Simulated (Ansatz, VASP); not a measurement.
**AlN in VASP and in Ansatz**

INCAR

```
PREC     = Accurate       # precision mode
ENCUT    = 600            # plane-wave cutoff, eV
EDIFF    = 1E-6           # SCF threshold, eV
ISMEAR   = 1              # smearing method
SIGMA    = 0.2            # smearing width, eV
LREAL    = False          # projectors in reciprocal space
LASPH    = True           # aspherical terms in the spheres
NELM     = 120            # most SCF steps
ALGO     = Normal         # electronic algorithm
ISIF     = 2              # what is computed and relaxed
LWAVE    = False          # write WAVECAR
LCHARG   = True           # write CHGCAR
GGA      = PS             # functional
LELF     = True           # ELF
LVHAR    = True         
NBANDS   = 11             # bands
GGA_COMPAT= False
```

The input KPOINTS:

```
Automatic mesh
0
Gamma
  8 8 8
```

POSCAR

```
AlN
1.0
    0.0000000000      2.1848764208      2.1848764208
    2.1848764208      0.0000000000      2.1848764208
    2.1848764208      2.1848764208      0.0000000000
Al N
1 1
Direct
    0.0000000000      0.0000000000      0.0000000000
    0.2500000000      0.2500000000      0.2500000000
```

Input for Ansatz:

```yaml
crystal:
  lattice:
    - [0.0, 2.1848764208, 2.1848764208]
    - [2.1848764208, 0.0, 2.1848764208]
    - [2.1848764208, 2.1848764208, 0.0]
  atoms:
    - { symbol: Al, position: [0.0, 0.0, 0.0] }
    - { symbol: "N", position: [0.25, 0.25, 0.25] }
kpoints:
  mp_grid: { grid: [8, 8, 8] }
hamiltonian:
  xc: pbesol
scf:
  occupations: { method: methfessel_paxton, width: 0.2 }
  n_extra_bands: 4
output:
  forces: true
  stress: true
  eigenvalues: true
```

Alike in both runs: task single point; functional PBEsol; k mesh 8 × 8 × 8; occupations methfessel-paxton of order 1, width 0.2 eV; no spin polarisation.

|  | VASP | Ansatz |
| --- | --- | --- |
| version | VASP 6.6.1 | Ansatz 0.2.0 |
| potentials or method | VASP PAW PBE potentials, release 64 (Al, N) | plane waves |
| plane-wave cutoff (eV) | 600 | 420 |
| valence electrons in the cell | 8 | 8 |

|  | VASP | Ansatz | Ansatz less VASP |
| --- | --- | --- | --- |
| gap on the k mesh at the Fermi level (eV) | 3.19 | 3.20 | +0.009 |
| pressure (GPa) | 0.9 | 1.1 | +0.17 |

VASP's potentials were made for PBE, not for PBEsol. With one functional, cell and mesh, what is left measures potentials, basis and numerics.
